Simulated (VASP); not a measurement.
Pr3MgH2:

```xyz
6
Lattice="2.7512 1.5884 4.6663 -2.7512 1.5884 4.6663 0.0000 -3.1768 4.6663" Properties=species:S:1:pos:R:3 pbc="T T T"
Pr   -1.3756   -0.7942    4.6663
Pr    1.3756   -0.7942    4.6663
Pr    0.0000    1.5884    4.6663
Mg    0.0000    0.0000    6.9995
H     0.0000    0.0000    1.7445
H     0.0000    0.0000   12.2544
```

The cell was generated, and may not be a known phase.

| Property | Result |
| --- | --- |
| Program | VASP 6.6.1 |
| Task | relaxation of cell and atoms |
| Functional | PBE |
| Potentials or basis | VASP PAW PBE potentials, release 64 (Pr_3, Mg, H), 4f in core |
| Cutoff | 600 eV |
| k mesh | 4 × 4 × 4 |
| Occupations | gaussian, width 0.2 eV |
| Spin | no spin polarisation |

At the start: pressure 19.0 GPa; volume 20.39 Å³/atom.

**Question.** Where does the relaxation end?

**Answer.** Over 34 steps the energy falls by 1175.2 meV/atom and the volume is 35.78 Å³/atom (+75.5 %); space group R-3m (No. 166, to 0.1 Å) before and after.

The path:
```csv
step,energy change (eV),largest force (eV/Å),pressure (GPa),volume (Å³)
1,0.0000,0.2243,19.03,122.35
2,-3.0785,0.0948,2.59,169.94
3,-3.3144,0.0124,0.34,186.20
4,-3.1591,0.1291,-2.49,221.53
5,-3.3444,0.0373,-0.79,197.23
6,-3.3454,0.0299,-0.63,195.52
7,-3.4627,0.1421,-0.51,192.51
8,-3.7809,0.5068,0.36,182.45
9,-3.9232,1.0241,5.80,157.55
10,-4.0425,0.8632,2.79,168.91
11,-4.0490,0.9350,3.86,164.60
12,-4.1002,0.9604,3.84,165.11
13,-4.2217,1.0254,3.79,166.41
14,-4.3130,1.1206,3.78,167.92
15,-4.2999,1.1565,3.78,168.08
16,-4.4591,1.1452,2.64,173.80
17,-4.7197,1.1118,-0.17,191.72
18,-4.7415,1.1002,-0.93,198.12
19,-4.8432,1.0759,-0.89,197.94
20,-5.1358,1.0065,-0.72,197.35
21,-5.6668,0.8786,-0.25,196.00
22,-6.4719,0.5192,1.34,192.65
23,-6.1208,0.0994,6.99,183.53
24,-6.6588,0.0064,3.92,188.60
25,-6.7535,0.0092,3.21,193.34
26,-6.9276,0.0205,1.32,208.01
27,-6.7906,0.2331,-1.46,239.36
28,-6.9572,0.0009,0.47,216.09
29,-6.9577,0.0030,0.37,217.09
30,-6.9761,0.0032,0.24,217.37
31,-7.0173,0.0228,-0.12,218.10
32,-7.0379,0.0607,-0.69,219.10
33,-7.0403,0.0503,-0.55,218.88
34,-7.0509,0.0362,-0.17,214.70
```

Final structure:
```
CELL_PARAMETERS angstrom
4.04860 2.33746 3.78114
-4.04860 2.33746 3.78114
0.00000 -4.67492 3.78114
ATOMIC_POSITIONS crystal
Pr 0.00000 0.50000 0.50000
Pr 0.50000 0.00000 0.50000
Pr 0.50000 0.50000 0.00000
Mg 0.50000 0.50000 0.50000
H 0.30999 0.30999 0.30999
H 0.69001 0.69001 0.69001
```

Caveat: the volume moved by over 15 % at a fixed basis, so the end points are rough; the relaxation stopped at a loose force limit of 0.08 eV/Å, so its end isn't a converged minimum.
